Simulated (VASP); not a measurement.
Set up this calculation in VASP 6.6.1, as the native input.

- Task: single point
- Functional: PBE
- Potentials or basis: VASP PAW PBE potentials, release 64 (Zn, Mg, C)
- Cutoff: 520 eV
- k mesh: 8 × 8 × 8
- Occupations: fermi-dirac, width 0.1 eV
- Spin: no spin polarisation
- Dipole correction: no
- Further INCAR settings: ALGO = Normal; EDIFF = 1e-07; NBANDS = 19

The structure of Mg3ZnC lies in POSCAR:

```
Mg3ZnC
1.0
    4.4069310000      0.0000000000      0.0000000000
    0.0000000000      4.4069310000      0.0000000000
    0.0000000000      0.0000000000      4.4069310000
Zn Mg C
1 3 1
Direct
    0.0143980000      0.0003270000      0.0042490000
    0.5044320000      0.0053770000      0.4959030000
    0.5098650000      0.5011960000      0.0016910000
   -0.0013060000      0.4967100000      0.5005010000
    0.5104210000      0.5038410000      0.5064390000
```

The input as run:

INCAR

```
SYSTEM = Mg3ZnC
ALGO     = Normal         ! electronic algorithm
EDIFF    = 1E-7           ! SCF threshold, eV
ENCUT    = 520            ! plane-wave cutoff, eV
GGA      = PE             ! functional
ISIF     = 2              ! what is computed and relaxed
ISMEAR   = -1             ! smearing method
LASPH    = .True.         ! aspherical terms in the spheres
LCHARG   = .False.        ! write CHGCAR
LREAL    = .False.        ! projectors in reciprocal space
LWAVE    = .False.        ! write WAVECAR
NBANDS   = 19             ! bands
NELM     = 80             ! most SCF steps
PREC     = Accurate       ! precision mode
SIGMA    = 0.1            ! smearing width, eV
```

KPOINTS

```
k-points
0
Gamma
  8 8 8
  0 0 0
```

Potentials or basis: VASP PAW PBE potentials, release 64 (Zn, Mg, C).

Command:

```sh
$ cat potpaw_PBE.64/Zn/POTCAR potpaw_PBE.64/Mg/POTCAR potpaw_PBE.64/C/POTCAR > POTCAR
$ mpirun -np 1 vasp_std > vasp.out
```

It gave:

```json
{"Pressure": "-0.2 GPa", "Largest force": "0.541 eV/Å", "Band gap on the k mesh": "zero (bands 11 and 12 overlap by 3.39 eV)"}
```

Run time: 2.6 min on 1 thread of Intel(R) Xeon(R) 6975P-C (Granite Rapids) (shared host), peak memory 0.56 GiB.
